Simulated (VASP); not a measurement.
The system is NaCl.

```
Na Cl
1.0
     0.00000    2.81000    2.81000
     2.81000    0.00000    2.81000
     2.81000    2.81000    0.00000
Na Cl
1 1
Direct
  0.00000 0.00000 0.00000
  0.50000 0.50000 0.50000
```

| Property | Result |
| --- | --- |
| Program | VASP 6.6.1 |
| Task | relaxation of cell and atoms |
| Functional | LDA |
| Potentials or basis | VASP PAW LDA potentials, release 64 (Na_pv, Cl) |
| Cutoff | 600 eV |
| k mesh | 14 × 14 × 14 |
| Occupations | fermi-dirac, width 0.1 eV |
| Spin | no spin polarisation |

At the start: pressure -2.2 GPa; volume 22.19 Å³/atom.

Q: How do energy, volume and symmetry change on relaxing?

A: Over 4 steps the energy falls by 13.2 meV/atom and the volume is 20.41 Å³/atom (-8.0 %); space group Fm-3m (No. 225, to 0.1 Å) before and after.

Step by step:
```
step  energy change (eV)  largest force (eV/Å)  pressure (GPa)  volume (Å³)
   1              0.0000                0.0000           -2.20        44.38
   2             -0.0204                0.0000           -1.15        42.45
   3             -0.0264                0.0000           -0.10        40.94
   4             -0.0264                0.0000            0.01        40.81
```

Final structure:
```
Na Cl
1.0
     0.00000    2.73268    2.73268
     2.73268    0.00000    2.73268
     2.73268    2.73268    0.00000
Na Cl
1 1
Direct
  0.00000 0.00000 0.00000
  0.50000 0.50000 0.50000
```
